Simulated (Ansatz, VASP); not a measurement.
One calculation of PbS, two programs

File INCAR:

```
SYSTEM = PbS
PREC = Accurate
ENCUT = 520
EDIFF = 1E-6
ISMEAR = -1
SIGMA = 0.05
LREAL = .FALSE.
LASPH = .TRUE.
NELM = 80
ALGO = Normal
ISIF = 2
LWAVE = .FALSE.
LCHARG = .FALSE.
GGA = PE
NBANDS = 17
```

Contents of KPOINTS:

```
Automatic mesh
0
G
  6 6 6
  0 0 0
```

POSCAR

```
PbS
1.0
    2.1126617058      1.2197458045      3.4519162518
   -2.1126617058      1.2197458045      3.4519162518
    0.0000000000     -2.4394916091      3.4519162518
Pb S
1 1
Direct
    0.9805657800      0.9805657800      0.9805657800
    0.4750355500      0.4750355500      0.4750355500
```

File input.yaml:

```yaml
crystal:
  lattice:
    - [2.1126617058, 1.2197458045, 3.4519162518]
    - [-2.1126617058, 1.2197458045, 3.4519162518]
    - [0.0, -2.4394916091, 3.4519162518]
  atoms:
    - { symbol: Pb, position: [0.98056578, 0.98056578, 0.98056578] }
    - { symbol: S, position: [0.47503555, 0.47503555, 0.47503555] }
kpoints:
  mp_grid: { grid: [6, 6, 6] }
scf:
  occupations: { method: fermi_dirac, width: 0.05 }
hamiltonian:
  xc: pbe
  pseudopotentials: { kind: all_electron, datasets: crystal }
output:
  forces: true
  stress: true
  eigenvalues: true
```

Alike in both runs: task single point; functional PBE; k mesh 6 × 6 × 6; occupations fermi-dirac, width 0.05 eV; no spin polarisation.

|  | VASP | Ansatz |
| --- | --- | --- |
| version | VASP 6.6.1 | Ansatz 0.2.0 |
| potentials or method | VASP PAW PBE potentials, release 64 (Pb_d, S), cutoff 520 eV | all-electron PAW datasets made for the crystal |

Ansatz gave:

- gap on the k mesh at the Fermi level (eV): 0.45
- least direct gap on the mesh (eV): 0.45
- pressure (GPa): 0.9
- rms of the force components (eV/Å): 0.007

Q: Estimate VASP's values.

A: gap on the k mesh at the Fermi level (eV): 0.46; least direct gap on the mesh (eV): 0.46; pressure (GPa): 0.8; rms of the force components (eV/Å): 0.007.

Atom by atom the forces differ by 0.000 eV/Å (rms over components). Ansatz ran all-electron here, and VASP with PAW potentials.

Neither program's run includes spin-orbit coupling.
